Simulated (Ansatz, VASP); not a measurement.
# One calculation of Pt, two programs

```
Pt
1.0
     0.00000    2.92049    2.92049
     2.92049    0.00000    2.92049
     2.92049    2.92049    0.00000
Pt
2
Direct
  0.12500 0.12500 0.12500
  0.87500 0.87500 0.87500
```

Alike in both runs: task single point; functional PBEsol; k mesh 11 × 11 × 11; occupations fermi-dirac, width 0.1 eV; no spin polarisation.

|  | VASP | Ansatz |
| --- | --- | --- |
| version | VASP 6.6.1 | Ansatz 0.2.0 |
| potentials or method | VASP PAW PBE potentials, release 64 (Pt), cutoff 520 eV | plane waves (420 eV) with PAW, scalar-relativistic |
| valence electrons in the cell | 20 | 36 |

```csv
,VASP,Ansatz,Ansatz less VASP
pressure (GPa),-8.7,-8.4,+0.27
```

VASP's potentials were made for PBE, not for PBEsol, and Ansatz warns of the same on its side. VASP's potentials hold 20 valence electrons a cell and Ansatz's 36, so a difference there can come from the potentials and not from the codes.

Neither program's run includes spin-orbit coupling.
